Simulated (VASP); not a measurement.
# KBr in VASP: notebook

Runs on KBr. Level: PBEsol. Tasks: single point.

Everything below comes from runs of VASP 6.6.1. Logs are shortened: lines on timing, memory, paths and dates and some standing lists are left out, and cuts for length are marked.

**1. The cell of the first run**

Symmetry: Fm-3m, No. 225, cubic system. The conventional cell has a = 6.026 Å, b = 6.026 Å, c = 6.026 Å, α = 90.00°, β = 90.00°, γ = 90.00°. Within 4.0 Å of K (site symmetry m-3m) lie 6 Br at 3.01 Å. Br (site symmetry m-3m) has 6 K at 3.01 Å within 4.0 Å.

**2. Single point, PBEsol (strain -0.080 along x and y, -0.080 along z)**

INCAR

```
  PREC = Accurate
  ENCUT = 520
  EDIFF = 1E-6
  ISMEAR = 0
  SIGMA = 0.05
  LREAL = F
  LASPH = T
  NELM = 80
  ALGO = Normal
  ISIF = 2
  LWAVE = F
  LCHARG = F
  GGA = PS
  NBANDS = 15
```

KPOINTS

```
Automatic mesh
0
Gamma
  6 6 6
```

POSCAR

```
KBr
1.0
    0.0000000000      3.0128882984      3.0128882984
    3.0128882984      0.0000000000      3.0128882984
    3.0128882984      3.0128882984      0.0000000000
K Br
1 1
Direct
    0.0000000000      0.0000000000      0.0000000000
    0.5000000000      0.5000000000      0.5000000000
```

Potentials or basis: VASP PAW PBE potentials, release 64 (K_sv, Br).

Launch:

```console
$ cat potpaw_PBE.64/K_sv/POTCAR potpaw_PBE.64/Br/POTCAR > POTCAR
$ mpirun -np 1 vasp_std > vasp.out
```

OUTCAR:

```text
PREC = Accurate
   ENCUT = 520
   EDIFF = 1E-6
   ISMEAR = 0
   LREAL = F
   LASPH = T
   NELM = 80
   ISIF = 2
   GGA = PS

 ion  position               nearest neighbor table
   1  0.000  0.000  0.000-   2 3.01   2 3.01   2 3.01   2 3.01   2 3.01   2 3.01
   2  0.500  0.500  0.500-   1 3.01   1 3.01   1 3.01   1 3.01   1 3.01   1 3.01

  LATTYP: Found a face centered cubic cell.
 ALAT       =     6.0257765968

  Lattice vectors:

 A1 = (   0.0000000000,   3.0128882984,   3.0128882984)
 A2 = (   3.0128882984,   0.0000000000,   3.0128882984)
 A3 = (   3.0128882984,   3.0128882984,   0.0000000000)

Analysis of symmetry for initial positions (statically):
=====================================================================
 Subroutine PRICEL returns:
 Original cell was already a primitive cell.

 Routine SETGRP: Setting up the symmetry group for a
 face centered cubic supercell.

 Subroutine GETGRP returns: Found 48 space group operations
 (whereof 48 operations were pure point group operations)
 out of a pool of 48 trial point group operations.

The static configuration has the point symmetry O_h .

Analysis of symmetry for dynamics (positions and initial velocities):
=====================================================================
 Subroutine PRICEL returns:
 Original cell was already a primitive cell.

 Routine SETGRP: Setting up the symmetry group for a
 face centered cubic supercell.

 Subroutine GETGRP returns: Found 48 space group operations
 (whereof 48 operations were pure point group operations)
 out of a pool of 48 trial point group operations.

The dynamic configuration has the point symmetry O_h .

 Subroutine INISYM returns: Found 48 space group operations
 (whereof 48 operations are pure point group operations),
 and found     1 'primitive' translations

----------------------------------------------------------------------------------------

                                     Primitive cell

  volume of cell :      54.6990

  direct lattice vectors                    reciprocal lattice vectors
     0.000000000  3.012888298  3.012888298    -0.165953713  0.165953713  0.165953713
     3.012888298  0.000000000  3.012888298     0.165953713 -0.165953713  0.165953713
     3.012888298  3.012888298  0.000000000     0.165953713  0.165953713 -0.165953713

  length of vectors
     4.260867494  4.260867494  4.260867494     0.287440263  0.287440263  0.287440263
[... 80 lines left out ...]
   POTIM  = 0.5000    time-step for ionic-motion
   TEBEG  =    0.0;   TEEND  =   0.0 temperature during run
   PSTRESS=    0.0 pullay stress
   NELECT =      16.0000    total number of electrons
   NUPDOWN=      -1.0000    fix difference up-down
   EMIN   =  10.00;   EMAX   =-10.00  energy-range for DOS
   EFERMI =   0.00;   METHOD = LEGACY
   ISMEAR =     0;   SIGMA  =   0.05  broadening in eV -4-tet -1-fermi 0-gaus
   EFERMI_NEDOS =   21; number of points for ismear=-14 and -15
   IALGO  =     38    algorithm
   IMIX   =      4    mixing-type and parameters
     AMIX     =   0.40;   BMIX     =  1.00
     AMIX_MAG =   1.60;   BMIX_MAG =  1.00
  volume/ion in A,a.u.               =      27.35       184.56
  Fermi-wavevector in a.u.,A,eV,Ry     =   1.086730  2.053623 16.068247  1.180983
  Thomas-Fermi vector in A             =   2.222874
   LORBIT       =      0    0 simple, 1 ext, 2 COOP (PROOUT), +10 PAW based schemes
   GGA     = PS    functional components
   LHFCALC =     F    Hartree Fock is set to
   AEXX    =    0.0000 exact exchange contribution
   IVDW    =     0    specifies the selected vdW correction
   LEPSILON=     F    determine dielectric tensor
   LRPA    =     F    only Hartree local field effects (RPA)
 non-spin polarized calculation
 Gauss-broadening in eV      SIGMA  =   0.05
  energy-cutoff  :      520.00
  volume of cell :       54.70
 maximum number of plane-waves:      1488
   NGX = 15   NGY = 15   NGZ = 15

 number of electron      16.0000004 magnetization

 Free energy of the ion-electron system (eV)
  ---------------------------------------------------
  ext. energy  EPLUGINS =         0.00000000
  ---------------------------------------------------
  free energy    TOTEN  =        -6.17587555 eV

  energy without entropy =       -6.17587555  energy(sigma->0) =       -6.17587555

 E-fermi :  -0.1690     XC(G=0):  -8.7453

 val. band max:       -0.4945849324   @ k =   0.0000   0.0000   0.0000
 cond. band min:       4.5950424622   @ k =   0.0000   0.0000   0.0000
 fundamental gap:      5.0896273946
 Fermi energy:        -0.1689835988

 k-point     1 :       0.0000    0.0000    0.0000
  band No.  band energies     occupation
      1     -27.6637      2.00000
      2     -13.2469      2.00000
      3     -11.2321      2.00000
      4     -11.2321      2.00000
      5     -11.2321      2.00000
      6      -0.4946      2.00000
      7      -0.4946      2.00000
      8      -0.4946      2.00000
      9       4.5950      0.00000
     10       6.8875      0.00000
     11       6.8875      0.00000
     12       6.8875      0.00000
     13       7.9367      0.00000
     14       7.9367      0.00000
[... 257 lines left out ...]
      2     -13.1911      2.00000
      3     -11.4748      2.00000
      4     -11.3867      2.00000
      5     -11.1141      2.00000
      6      -1.4832      2.00000
      7      -1.2897      2.00000
      8      -1.1344      2.00000
      9       5.7740      0.00000
     10       8.2633      0.00000
     11       8.4009      0.00000
     12       9.6999      0.00000
     13      10.2599      0.00000
     14      11.1099      0.00000
     15      12.1424      0.00000

------------------------ aborting loop because EDIFF is reached ----------------------------------------

  FORCE on cell =-STRESS in cart. coord.  units (eV):
  Direction    XX          YY          ZZ          XY          YZ          ZX
  --------------------------------------------------------------------------------------
  -------------------------------------------------------------------------------------
  Total        2.5158511      2.5158511      2.5158511      0.0000000     -0.0000000      0.0000000
  in kB       73.6913350     73.6913350     73.6913350      0.0000000     -0.0000000      0.0000000
  external PRESSURE =      73.6913350 kB  Pullay stress =       0.0000000 kB

 VOLUME and BASIS-vectors are now :
 -----------------------------------------------------------------------------
  energy-cutoff  :      520.00
  volume of cell :       54.70
      direct lattice vectors                 reciprocal lattice vectors
     0.000000000  3.012888298  3.012888298    -0.165953713  0.165953713  0.165953713
     3.012888298  0.000000000  3.012888298     0.165953713 -0.165953713  0.165953713
     3.012888298  3.012888298  0.000000000     0.165953713  0.165953713 -0.165953713

 POSITION                                       TOTAL-FORCE (eV/Angst)
 -----------------------------------------------------------------------------------
      0.00000      0.00000      0.00000         0.000000      0.000000      0.000000
      3.01289      3.01289      3.01289        -0.000000     -0.000000     -0.000000
 -----------------------------------------------------------------------------------
    total drift:                                0.000000     -0.000000     -0.000000

  FREE ENERGIE OF THE ION-ELECTRON SYSTEM (eV)
  ---------------------------------------------------
  free  energy   TOTEN  =        -6.1758755516 eV

  energy  without entropy=       -6.1758755516  energy(sigma->0) =       -6.17587555
```

OSZICAR:

```text
N       E                     dE             d eps       ncg     rms          rms(c)
DAV:   1     0.100849720088E+03    0.10085E+03   -0.71939E+03   480   0.970E+02
DAV:   2    -0.100422626996E+01   -0.10185E+03   -0.92820E+02   648   0.237E+02
DAV:   3    -0.615827058191E+01   -0.51540E+01   -0.51301E+01   599   0.479E+01
DAV:   4    -0.631378645657E+01   -0.15552E+00   -0.15544E+00   721   0.764E+00
DAV:   5    -0.631642182272E+01   -0.26354E-02   -0.26352E-02   614   0.865E-01    0.563E+00
DAV:   6    -0.618301731400E+01    0.13340E+00   -0.15983E-01   599   0.239E+00    0.407E+00
DAV:   7    -0.617295287394E+01    0.10064E-01   -0.96875E-02   578   0.189E+00    0.146E+00
DAV:   8    -0.617551613373E+01   -0.25633E-02   -0.10503E-02   565   0.889E-01    0.184E-01
DAV:   9    -0.617563876414E+01   -0.12263E-03   -0.32625E-04   607   0.116E-01    0.961E-02
DAV:  10    -0.617587483495E+01   -0.23607E-03   -0.27858E-04   564   0.100E-01    0.550E-02
DAV:  11    -0.617587476376E+01    0.71190E-07   -0.22806E-05   592   0.408E-02    0.602E-03
DAV:  12    -0.617587555162E+01   -0.78786E-06   -0.17826E-06   577   0.985E-03
   1 F= -.61758756E+01 E0= -.61758756E+01  d E =-.150018E-21
```

stdout:

```text
POSCAR found type information on POSCAR K Br
 POSCAR found :  2 types and       2 ions
 scaLAPACK will be used
 -----------------------------------------------------------------------------
|                                                                             |
|                                                                             |
|     You enforced a specific xc type in the INCAR file but a different       |
|     I HOPE YOU KNOW WHAT YOU ARE DOING!                                     |
|                                                                             |
 -----------------------------------------------------------------------------

 LDA part: xc-table for (Slater+PW92), standard interpolation
 POSCAR, INCAR and KPOINTS ok, starting setup
 FFT: planning ... GRIDC
 FFT: planning ... GRID_SOFT
 FFT: planning ... GRID
 WAVECAR not read
 entering main loop
```

Run time: 23 s. Hardware: 1 thread of AMD EPYC 7R13, shared host; peak memory 0.15 GiB.

Results:

| Quantity | Value |
| --- | --- |
| Free energy | -6.1759 eV |
| Pressure | 7.4 GPa |
| Band gap on the k mesh | 5.09 eV |

Caveat: the cell differs from its parent crystal (strain -0.080 along x and y, -0.080 along z); the cell stands under pressure; the PAW data sets were made with another functional, which shifts forces and pressure a little. A k mesh can miss the band edges.

**3. Single point, PBEsol (strain -0.040 along x and y, -0.040 along z)**

INCAR

```
PREC = Accurate
ENCUT = 520
EDIFF = 1E-6
ISMEAR = 0
SIGMA = 0.05
LREAL = False
LASPH = True
NELM = 80
ALGO = Normal
ISIF = 2
LWAVE = False
LCHARG = False
GGA = PS
NBANDS = 15
```

KPOINTS

```
regular mesh
0
Gamma
  6 6 6
```

POSCAR

```
KBr
1.0
    0.0000000000      3.1438834418      3.1438834418
    3.1438834418      0.0000000000      3.1438834418
    3.1438834418      3.1438834418      0.0000000000
K Br
1 1
Direct
    0.0000000000      0.0000000000      0.0000000000
    0.5000000000      0.5000000000      0.5000000000
```

Potentials or basis: VASP PAW PBE potentials, release 64 (K_sv, Br).

Launch:

```console
$ cat potpaw_PBE.64/K_sv/POTCAR potpaw_PBE.64/Br/POTCAR > POTCAR
$ mpirun -np 1 vasp_std > vasp.out
```

Run time: 38 s. Hardware: 1 thread of AMD EPYC 7R13, shared host; peak memory 0.17 GiB.

Results (log left out):

```
Free energy            : -6.3979 eV
Pressure               : 2.7 GPa
Band gap on the k mesh : 4.67 eV
```

Levels at points of the mesh, in eV from the valence-band top:
| k point | band 5 | band 6 | band 7 | band 8 | band 9 | band 10 | band 11 | band 12 |
| --- | --- | --- | --- | --- | --- | --- | --- | --- |
| (0.00, 0.00, 0.00) | -10.90 | 0.00 | 0.00 | 0.00 | 4.67 | 7.49 | 7.49 | 7.49 |
| (0.50, 0.00, 0.00) | -10.56 | -1.54 | -0.49 | -0.49 | 6.71 | 8.62 | 10.07 | 10.07 |
| (0.50, 0.50, 0.00) | -10.96 | -0.99 | -0.34 | -0.34 | 5.51 | 7.62 | 9.53 | 10.15 |

Caveat: the cell differs from its parent crystal (strain -0.040 along x and y, -0.040 along z); the PAW data sets were made with another functional, which shifts forces and pressure a little.

**4. Single point, PBEsol (strain +0.040 along x and y, +0.040 along z)**

INCAR

```
SYSTEM = KBr
  PREC = Accurate
  ENCUT = 520
  EDIFF = 1E-6
  ISMEAR = 0
  SIGMA = 0.05
  LREAL = .FALSE.
  LASPH = .TRUE.
  NELM = 80
  ALGO = Normal
  ISIF = 2
  LWAVE = .FALSE.
  LCHARG = .FALSE.
  GGA = PS
  NBANDS = 15
```

KPOINTS

```
Automatic mesh
0
G
  6 6 6
  0 0 0
```

POSCAR

```
KBr
1.0
    0.0000000000      3.4058737286      3.4058737286
    3.4058737286      0.0000000000      3.4058737286
    3.4058737286      3.4058737286      0.0000000000
K Br
1 1
Direct
    0.0000000000      0.0000000000      0.0000000000
    0.5000000000      0.5000000000      0.5000000000
```

Launch:

```console
$ cat potpaw_PBE.64/K_sv/POTCAR potpaw_PBE.64/Br/POTCAR > POTCAR
$ mpirun -np 1 vasp_std > vasp.out
```

It took 41 s on 1 thread of AMD EPYC 7R13, shared host; peak memory 0.18 GiB.

It converged, with:

```yaml
Free_energy: -6.4212 eV
Pressure: -1.3 GPa
Band_gap_on_the_k_mesh: 4.06 eV
```

Levels at points of the mesh, in eV from the valence-band top:
```
           k point  band 5  band 6  band 7  band 8  band 9  band 10  band 11  band 12
(0.00, 0.00, 0.00)  -11.36    0.00    0.00    0.00    4.06     7.51     7.51     7.51
(0.50, 0.00, 0.00)  -11.17   -1.03   -0.27   -0.27    6.25     7.78     9.47     9.47
(0.50, 0.50, 0.00)  -11.39   -0.73   -0.26   -0.26    5.85     6.77     8.86     9.17
```

Caveat: the cell differs from its parent crystal (strain +0.040 along x and y, +0.040 along z); the PAW data sets were made with another functional, which shifts forces and pressure a little.

**5. Single point, PBEsol (strain +0.080 along x and y, +0.080 along z)**

INCAR

```
  PREC = Accurate
  ENCUT = 520
  EDIFF = 1E-6
  ISMEAR = 0
  SIGMA = 0.05
  LREAL = F
  LASPH = T
  NELM = 80
  ALGO = Normal
  ISIF = 2
  LWAVE = F
  LCHARG = F
  GGA = PS
  NBANDS = 15
```

KPOINTS

```
Automatic mesh
0
Gamma
  6 6 6
```

POSCAR

```
KBr
1.0
    0.0000000000      3.5368688720      3.5368688720
    3.5368688720      0.0000000000      3.5368688720
    3.5368688720      3.5368688720      0.0000000000
K Br
1 1
Direct
    0.0000000000      0.0000000000      0.0000000000
    0.5000000000      0.5000000000      0.5000000000
```

Potentials or basis: VASP PAW PBE potentials, release 64 (K_sv, Br).

Launch:

```console
$ cat potpaw_PBE.64/K_sv/POTCAR potpaw_PBE.64/Br/POTCAR > POTCAR
$ mpirun -np 1 vasp_std > vasp.out
```

OUTCAR:

```text
PREC = Accurate
   ENCUT = 520
   EDIFF = 1E-6
   ISMEAR = 0
   LREAL = F
   LASPH = T
   NELM = 80
   ISIF = 2
   GGA = PS

 ion  position               nearest neighbor table
   1  0.000  0.000  0.000-
   2  0.500  0.500  0.500-

  LATTYP: Found a face centered cubic cell.
 ALAT       =     7.0737377440

  Lattice vectors:

 A1 = (   0.0000000000,   3.5368688720,   3.5368688720)
 A2 = (   3.5368688720,   0.0000000000,   3.5368688720)
 A3 = (   3.5368688720,   3.5368688720,   0.0000000000)

Analysis of symmetry for initial positions (statically):
=====================================================================
 Subroutine PRICEL returns:
 Original cell was already a primitive cell.

 Routine SETGRP: Setting up the symmetry group for a
 face centered cubic supercell.

 Subroutine GETGRP returns: Found 48 space group operations
 (whereof 48 operations were pure point group operations)
 out of a pool of 48 trial point group operations.

The static configuration has the point symmetry O_h .
[... 162 lines left out ...]
      1     -30.6260      2.00000
      2     -14.6052      2.00000
      3     -14.1507      2.00000
      4     -14.1507      2.00000
      5     -14.1507      2.00000
      6      -2.5088      2.00000
      7      -2.5088      2.00000
      8      -2.5088      2.00000
      9       1.3332      0.00000
     10       4.9340      0.00000
     11       4.9340      0.00000
     12       4.9340      0.00000
     13       5.6399      0.00000
     14       5.6399      0.00000
[... 257 lines left out ...]
      2     -14.6123      2.00000
      3     -14.1831      2.00000
      4     -14.1718      2.00000
      5     -14.0964      2.00000
      6      -3.0419      2.00000
      7      -2.8438      2.00000
      8      -2.8375      2.00000
      9       3.9439      0.00000
     10       4.5211      0.00000
     11       5.1191      0.00000
     12       5.8708      0.00000
     13       6.8645      0.00000
     14       7.5830      0.00000
     15       7.7857      0.00000

------------------------ aborting loop because EDIFF is reached ----------------------------------------

  FORCE on cell =-STRESS in cart. coord.  units (eV):
  Direction    XX          YY          ZZ          XY          YZ          ZX
  --------------------------------------------------------------------------------------
  -------------------------------------------------------------------------------------
  Total       -1.1049831     -1.1049831     -1.1049831      0.0000000      0.0000000     -0.0000000
  in kB      -20.0068799    -20.0068799    -20.0068799      0.0000000      0.0000000     -0.0000000
  external PRESSURE =     -20.0068799 kB  Pullay stress =       0.0000000 kB

 VOLUME and BASIS-vectors are now :
 -----------------------------------------------------------------------------
  energy-cutoff  :      520.00
  volume of cell :       88.49
      direct lattice vectors                 reciprocal lattice vectors
     0.000000000  3.536868872  3.536868872    -0.141367978  0.141367978  0.141367978
     3.536868872  0.000000000  3.536868872     0.141367978 -0.141367978  0.141367978
     3.536868872  3.536868872  0.000000000     0.141367978  0.141367978 -0.141367978

 POSITION                                       TOTAL-FORCE (eV/Angst)
 -----------------------------------------------------------------------------------
      0.00000      0.00000      0.00000         0.000000      0.000000      0.000000
      3.53687      3.53687      3.53687        -0.000000      0.000000     -0.000000
 -----------------------------------------------------------------------------------
    total drift:                                0.000000     -0.000000     -0.000000

  FREE ENERGIE OF THE ION-ELECTRON SYSTEM (eV)
  ---------------------------------------------------
  free  energy   TOTEN  =        -6.3208473906 eV

  energy  without entropy=       -6.3208473906  energy(sigma->0) =       -6.32084739
```

stdout:

```text
POSCAR found type information on POSCAR K Br
 POSCAR found :  2 types and       2 ions
 scaLAPACK will be used
 -----------------------------------------------------------------------------
|                                                                             |
|                                                                             |
|     You enforced a specific xc type in the INCAR file but a different       |
|     I HOPE YOU KNOW WHAT YOU ARE DOING!                                     |
|                                                                             |
 -----------------------------------------------------------------------------

 LDA part: xc-table for (Slater+PW92), standard interpolation
 POSCAR, INCAR and KPOINTS ok, starting setup
 FFT: planning ... GRIDC
 FFT: planning ... GRID_SOFT
 FFT: planning ... GRID
 WAVECAR not read
 entering main loop
```

Wall time 51 s (1 thread of AMD EPYC 7R13, shared host); peak memory 0.21 GiB.

What came out:

| Property | Result |
| --- | --- |
| Free energy | -6.3208 eV |
| Pressure | -2.0 GPa |
| Band gap on the k mesh | 3.84 eV |

Caveat: the cell differs from its parent crystal (strain +0.080 along x and y, +0.080 along z); the PAW data sets were made with another functional, which shifts forces and pressure a little.

(Part 1 of 2 ends here.)
